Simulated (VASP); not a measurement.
# Ti4W in VASP: single point with PBE

Aim: the single point of Ti4W with PBE.

All numbers are computed with VASP 6.6.1; they aren't measurements. Logs are shortened: lines on timing, memory, paths and dates and some standing lists are left out, and cuts for length are marked.

### Step 1. The cell of the first run

The typed cell holds 5 atoms: a = 5.152 Å, b = 5.152 Å, c = 5.152 Å, α = 109.47°, β = 109.47°, γ = 109.47°.

### Step 2. Single point, PBE

INCAR reads:

```
ALGO = Normal
EDIFF = 1E-6
ENCUT = 520
GGA = PE
ISIF = 2
ISMEAR = 0
LASPH = True
LCHARG = True
LELF = True
LREAL = False
LVHAR = True
LWAVE = False
NBANDS = 39
NELM = 100
PREC = Accurate
SIGMA = 0.1
```

KPOINTS reads:

```
k-points
0
Gamma
  4 4 4
```

POSCAR reads:

```
Ti4W
1.0
   -2.9747260451      2.9747260451      2.9747260451
    2.9747260451     -2.9747260451      2.9747260451
    2.9747260451      2.9747260451     -2.9747260451
Ti W
4 1
Direct
    0.5000297732      0.5000297732      0.5000297732
    0.4999702268      0.0000000000      0.0000000000
    0.0000000000      0.0000000000      0.4999702268
    0.0000000000      0.4999702268      0.0000000000
    0.0000000000      0.0000000000      0.0000000000
```

Potentials or basis: VASP PAW PBE potentials, release 64 (Ti_sv, W_sv).

Run with:

```console
> cat potpaw_PBE.64/Ti_sv/POTCAR potpaw_PBE.64/W_sv/POTCAR > POTCAR
> mpirun -np 1 vasp_std > vasp.out
```

OUTCAR:

```text
EDIFF = 1E-6
   ENCUT = 520
   GGA = PE
   ISIF = 2
   ISMEAR = 0
   LASPH = True
   LREAL = False
   NELM = 100
   PREC = Accurate

 ion  position               nearest neighbor table
   1  0.500  0.500  0.500-   5 2.58   5 2.58
   2  0.500  0.000  0.000-   5 2.58   5 2.58
   3  0.000  0.000  0.500-   5 2.58   5 2.58
   4  0.000  0.500  0.000-   5 2.58   5 2.58
   5  0.000  0.000  0.000-   1 2.58   2 2.58   3 2.58   4 2.58   1 2.58   3 2.58   4 2.58   2 2.58

  LATTYP: Found a body centered cubic cell.
 ALAT       =     5.9494520902

  Lattice vectors:

 A1 = (  -2.9747260451,   2.9747260451,   2.9747260451)
 A2 = (   2.9747260451,  -2.9747260451,   2.9747260451)
 A3 = (   2.9747260451,   2.9747260451,  -2.9747260451)

Analysis of symmetry for initial positions (statically):
=====================================================================
 Subroutine PRICEL returns:
 Original cell was already a primitive cell.

 Routine SETGRP: Setting up the symmetry group for a
 body centered cubic supercell.

 Subroutine GETGRP returns: Found 24 space group operations
 (whereof 24 operations were pure point group operations)
 out of a pool of 48 trial point group operations.

The static configuration has the point symmetry T_d .

Analysis of symmetry for dynamics (positions and initial velocities):
=====================================================================
 Subroutine PRICEL returns:
 Original cell was already a primitive cell.

 Routine SETGRP: Setting up the symmetry group for a
 body centered cubic supercell.

 Subroutine GETGRP returns: Found 24 space group operations
 (whereof 24 operations were pure point group operations)
 out of a pool of 48 trial point group operations.

The dynamic configuration has the point symmetry T_d .

 Subroutine INISYM returns: Found 24 space group operations
 (whereof 24 operations are pure point group operations),
 and found     1 'primitive' translations

----------------------------------------------------------------------------------------

                                     Primitive cell

  volume of cell :     105.2933

  direct lattice vectors                    reciprocal lattice vectors
    -2.974726045  2.974726045  2.974726045     0.000000000  0.168082705  0.168082705
     2.974726045 -2.974726045  2.974726045     0.168082705  0.000000000  0.168082705
     2.974726045  2.974726045 -2.974726045     0.168082705  0.168082705  0.000000000

  length of vectors
     5.152376649  5.152376649  5.152376649     0.237704841  0.237704841  0.237704841

  position of ions in fractional coordinates (direct lattice)
     0.500029773  0.500029773  0.500029773
     0.499970227  0.000000000  0.000000000
     0.000000000  0.000000000  0.499970227
     0.000000000  0.499970227  0.000000000
     0.000000000  0.000000000  0.000000000

  ion indices of the primitive-cell ions
   primitive index   ion index
                 1           1
                 2           2
                 3           3
                 4           4
                 5           5

----------------------------------------------------------------------------------------

 KPOINTS: k-points

Automatic generation of k-mesh.
 Grid dimensions read from file:
 generate k-points for:    4    4    4

 Generating k-lattice:

  Cartesian coordinates                     Fractional coordinates (reciprocal lattice)
     0.000000000  0.042020676  0.042020676     0.250000000  0.000000000  0.000000000
     0.042020676  0.000000000  0.042020676     0.000000000  0.250000000  0.000000000
     0.042020676  0.042020676  0.000000000     0.000000000  0.000000000  0.250000000

  Length of vectors
     0.059426210  0.059426210  0.059426210

  Shift w.r.t. Gamma in fractional coordinates (k-lattice)
     0.000000000  0.000000000  0.000000000

 Subroutine IBZKPT returns following result:
 ===========================================

 Found      8 irreducible k-points:

 Following reciprocal coordinates:
            Coordinates               Weight
  0.000000  0.000000  0.000000      1.000000
  0.250000  0.000000  0.000000     12.000000
  0.500000  0.000000  0.000000      6.000000
  0.250000  0.250000  0.000000     24.000000
  0.250000  0.250000  0.250000      2.000000
 -0.250000  0.250000  0.250000      6.000000
  0.500000  0.500000  0.250000     12.000000
  0.500000  0.500000  0.500000      1.000000
   k-points           NKPTS =      8   k-points in BZ     NKDIM =      8   number of bands    NBANDS=     39
   number of dos      NEDOS =    301   number of ions     NIONS =      5
   total plane-waves  NPLWV =  64000
   dimension x,y,z NGX =    40 NGY =   40 NGZ =   40
   dimension x,y,z NGXF=    80 NGYF=   80 NGZF=   80
   ions per type =               4   1
   NGX,Y,Z   is equivalent  to a cutoff of  12.91, 12.91, 12.91 a.u.
   NGXF,Y,Z  is equivalent  to a cutoff of  25.81, 25.81, 25.81 a.u.
 SYSTEM =  unknown system
   PREC   = accura    normal or accurate (medium, high low for compatibility)
   ISTART =      0    job   : 0-new  1-cont  2-samecut
   ICHARG =      2    charge: 1-file 2-atom 10-const
   ISPIN  =      1    spin polarized calculation?
   LNONCOLLINEAR =      F non collinear calculations
   LSORBIT =      F    spin-orbit coupling
   LASPH  =      T    aspherical Exc in radial PAW
   ENCUT  =  520.0 eV  38.22 Ry    6.18 a.u.   9.58  9.58  9.58*2*pi/ulx,y,z
   NELM   =    100;   NELMIN=  2; NELMDL= -5     # of ELM steps
   EDIFF  = 0.1E-05   stopping-criterion for ELM
   LREAL  =      F    real-space projection
   EDIFFG = 0.1E-04   stopping-criterion for IOM
   NSW    =      0    number of steps for IOM
   IBRION =     -1    ionic relax: 0-MD 1-quasi-New 2-CG
   NFREE  =      0    steps in history (QN), initial steepest desc. (CG)
   ISIF   =      2    stress and relaxation
   ISYM   =      2    0-nonsym 1-usesym 2-fastsym
   POTIM  = 0.5000    time-step for ionic-motion
   TEBEG  =    0.0;   TEEND  =   0.0 temperature during run
   PSTRESS=    0.0 pullay stress
   NELECT =      62.0000    total number of electrons
   NUPDOWN=      -1.0000    fix difference up-down
   EMIN   =  10.00;   EMAX   =-10.00  energy-range for DOS
   EFERMI =   0.00;   METHOD = LEGACY
   ISMEAR =     0;   SIGMA  =   0.10  broadening in eV -4-tet -1-fermi 0-gaus
   EFERMI_NEDOS =   21; number of points for ismear=-14 and -15
   IALGO  =     38    algorithm
   IMIX   =      4    mixing-type and parameters
     AMIX     =   0.40;   BMIX     =  1.00
     AMIX_MAG =   1.60;   BMIX_MAG =  1.00
  volume/ion in A,a.u.               =      21.06       142.11
  Fermi-wavevector in a.u.,A,eV,Ry     =   1.372161  2.593008 25.617402  1.882826
  Thomas-Fermi vector in A             =   2.497793
   LORBIT       =      0    0 simple, 1 ext, 2 COOP (PROOUT), +10 PAW based schemes
   GGA     = PE    functional components
   LHFCALC =     F    Hartree Fock is set to
   AEXX    =    0.0000 exact exchange contribution
   IVDW    =     0    specifies the selected vdW correction
   LEPSILON=     F    determine dielectric tensor
   LRPA    =     F    only Hartree local field effects (RPA)
 non-spin polarized calculation
 Gauss-broadening in eV      SIGMA  =   0.10
  energy-cutoff  :      520.00
  volume of cell :      105.29
 maximum number of plane-waves:      2899
 NGX is ok and might be reduce to    40
   NGX = 19   NGY = 19   NGZ = 19

 number of electron      61.9999983 magnetization

 Free energy of the ion-electron system (eV)
  ---------------------------------------------------
  ext. energy  EPLUGINS =         0.00000000
  ---------------------------------------------------
  free energy    TOTEN  =       -39.80937105 eV

  energy without entropy =      -39.75077610  energy(sigma->0) =      -39.78007357

 E-fermi :   6.4490     XC(G=0): -10.6732

 val. band max:        6.4418472080   @ k =   0.5000   0.5000   0.2500
 cond. band min:       6.4733216823   @ k =   0.2500   0.2500   0.0000
 fundamental gap:      0.0314744743
 Fermi energy:         6.4489976160

 k-point     1 :       0.0000    0.0000    0.0000
  band No.  band energies     occupation
      1     -66.3234      2.00000
      2     -50.4718      2.00000
      3     -50.4114      2.00000
      4     -50.4114      2.00000
      5     -50.4114      2.00000
      6     -30.8047      2.00000
[... 31 lines left out ...]
     38       8.8992      0.00000
     39       9.4428      0.00000

 k-point     2 :       0.2500    0.0000    0.0000
  band No.  band energies     occupation
      1     -66.3234      2.00000
      2     -50.4635      2.00000
      3     -50.4208      2.00000
      4     -50.4118      2.00000
      5     -50.4116      2.00000
      6     -30.8035      2.00000
[... 31 lines left out ...]
     38       8.2296      0.00000
     39       8.4397      0.00000

 k-point     3 :       0.5000    0.0000    0.0000
  band No.  band energies     occupation
      1     -66.3233      2.00000
      2     -50.4438      2.00000
      3     -50.4414      2.00000
      4     -50.4121      2.00000
      5     -50.4117      2.00000
      6     -30.8024      2.00000
[... 31 lines left out ...]
     38       8.0318      0.00000
     39       8.1928      0.00000

 k-point     4 :       0.2500    0.2500    0.0000
  band No.  band energies     occupation
      1     -66.3233      2.00000
      2     -50.4489      2.00000
      3     -50.4276      2.00000
      4     -50.4271      2.00000
      5     -50.4054      2.00000
      6     -30.7876      2.00000
[... 31 lines left out ...]
     38       8.0531      0.00000
     39       8.1915      0.00000

 k-point     5 :       0.2500    0.2500    0.2500
  band No.  band energies     occupation
      1     -66.3233      2.00000
      2     -50.4278      2.00000
      3     -50.4278      2.00000
      4     -50.4278      2.00000
      5     -50.4258      2.00000
      6     -30.7517      2.00000
[... 31 lines left out ...]
     38       7.7157      0.00000
     39       7.8125      0.00000

 k-point     6 :      -0.2500    0.2500    0.2500
  band No.  band energies     occupation
      1     -66.3234      2.00000
      2     -50.4577      2.00000
      3     -50.4275      2.00000
      4     -50.4275      2.00000
      5     -50.3962      2.00000
      6     -30.7532      2.00000
[... 31 lines left out ...]
     38       8.2836      0.00000
     39       8.2863      0.00000

 k-point     7 :       0.5000    0.5000    0.2500
  band No.  band energies     occupation
      1     -66.3233      2.00000
      2     -50.4437      2.00000
      3     -50.4425      2.00000
      4     -50.4342      2.00000
      5     -50.3899      2.00000
      6     -30.7515      2.00000
[... 31 lines left out ...]
     38       8.0101      0.00000
     39       8.0945      0.00000

 k-point     8 :       0.5000    0.5000    0.5000
  band No.  band energies     occupation
      1     -66.3233      2.00000
      2     -50.4435      2.00000
      3     -50.4435      2.00000
      4     -50.4435      2.00000
      5     -50.3809      2.00000
      6     -30.6989      2.00000
[... 31 lines left out ...]
     38       7.7159      0.00000
     39       7.8723      0.00000

------------------------ aborting loop because EDIFF is reached ----------------------------------------

  FORCE on cell =-STRESS in cart. coord.  units (eV):
  Direction    XX          YY          ZZ          XY          YZ          ZX
  --------------------------------------------------------------------------------------
  -------------------------------------------------------------------------------------
  Total       -0.2500239     -0.2500239     -0.2500239      0.0000000     -0.0000000      0.0000000
  in kB       -3.8044446     -3.8044446     -3.8044446      0.0000000     -0.0000000      0.0000000
  external PRESSURE =      -3.8044446 kB  Pullay stress =       0.0000000 kB

 VOLUME and BASIS-vectors are now :
 -----------------------------------------------------------------------------
  energy-cutoff  :      520.00
  volume of cell :      105.29
      direct lattice vectors                 reciprocal lattice vectors
    -2.974726045  2.974726045  2.974726045     0.000000000  0.168082705  0.168082705
     2.974726045 -2.974726045  2.974726045     0.168082705  0.000000000  0.168082705
     2.974726045  2.974726045 -2.974726045     0.168082705  0.168082705  0.000000000

 POSITION                                       TOTAL-FORCE (eV/Angst)
 -----------------------------------------------------------------------------------
      1.48745      1.48745      1.48745        -0.000686     -0.000686     -0.000686
     -1.48727      1.48727      1.48727        -0.000686      0.000686      0.000686
      1.48727      1.48727     -1.48727         0.000686      0.000686     -0.000686
      1.48727     -1.48727      1.48727         0.000686     -0.000686      0.000686
      0.00000      0.00000      0.00000         0.000000      0.000000     -0.000000
 -----------------------------------------------------------------------------------
    total drift:                                0.000000      0.000000      0.000000

  FREE ENERGIE OF THE ION-ELECTRON SYSTEM (eV)
  ---------------------------------------------------
  free  energy   TOTEN  =       -39.8093710456 eV

  energy  without entropy=      -39.7507760992  energy(sigma->0) =      -39.78007357
```

It took 33 s on 1 thread of AMD EPYC 9R45 (Zen 5), shared host; peak memory 0.21 GiB.

Results:

| Quantity | Value |
| --- | --- |
| Free energy | -39.8094 eV |
| Pressure | -0.4 GPa |
| Band gap on the k mesh | zero (band 31 reaches 7.00 eV, above the bottom of band 32 at 5.94 eV) |

Levels at points of the mesh, in eV from the Fermi level:
| k point | band 27 | band 28 | band 29 | band 30 | band 31 | band 32 | band 33 | band 34 | band 35 | band 36 |
| --- | --- | --- | --- | --- | --- | --- | --- | --- | --- | --- |
| (0.00, 0.00, 0.00) | -2.17 | -1.09 | -1.09 | 0.56 | 0.56 | 0.56 | 1.69 | 1.69 | 1.69 | 2.45 |
| (0.50, 0.00, 0.00) | -1.06 | -1.01 | -0.52 | -0.44 | -0.24 | 0.19 | 0.25 | 0.27 | 0.37 | 0.81 |
| (0.50, 0.50, 0.50) | -0.63 | -0.63 | -0.63 | -0.51 | -0.51 | -0.51 | 0.03 | 0.03 | 0.03 | 1.27 |

Caveat: the k points lie up to 0.37 Å⁻¹ apart; spin-orbit coupling is left out, which moves the levels of the heavy elements.
